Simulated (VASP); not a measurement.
Wanted: the native input for a VASP 6.6.1 run.

| Item | Value |
| --- | --- |
| Task | single point |
| Functional | PBEsol |
| Potentials or basis | VASP PAW PBE potentials, release 64 (Rb_sv, Cl) |
| Cutoff | 500 eV |
| k mesh | 7 × 7 × 7 |
| Occupations | fermi-dirac, width 0.02 eV |
| Spin | no spin polarisation |
| Dipole correction | no |
| Further INCAR settings | ALGO = Normal; EDIFF = 1e-06; NBANDS = 15 |

The structure of RbCl lies in POSCAR:

```
RbCl
1.0
    0.0000000000      3.2740000000      3.2740000000
    3.2740000000      0.0000000000      3.2740000000
    3.2740000000      3.2740000000      0.0000000000
Rb Cl
1 1
Direct
    0.0000000000      0.0000000000      0.0000000000
    0.5000000000      0.5000000000      0.5000000000
```

These files were run (other wordings do the same):

INCAR

```
ALGO = Normal ; EDIFF = 1E-6
ENCUT = 500 ; GGA = PS
GGA_COMPAT = False ; ISIF = 2
ISMEAR = -1 ; LASPH = True
LCHARG = False ; LREAL = False
LWAVE = False ; NBANDS = 15
NELM = 120 ; PREC = Accurate
SIGMA = 0.02
```

KPOINTS

```
k-points
0
Gamma
  7 7 7
```

Potentials or basis: VASP PAW PBE potentials, release 64 (Rb_sv, Cl).

Command:

```sh
$ cat potpaw_PBE.64/Rb_sv/POTCAR potpaw_PBE.64/Cl/POTCAR > POTCAR
$ mpirun -np 1 vasp_std > vasp.out
```

It gave:

```json
{
  "Pressure": "0.0 GPa",
  "Band gap on the k mesh": "4.89 eV"
}
```

Caveat: the PAW data sets were made with another functional, which shifts forces and pressure a little; an odd mesh through Γ misses points on the zone boundary, where band edges can lie.

It took 13 s on 1 thread of Intel(R) Xeon(R) Platinum 8559C (Emerald Rapids), with other jobs on the host, peak memory 0.2 GiB.
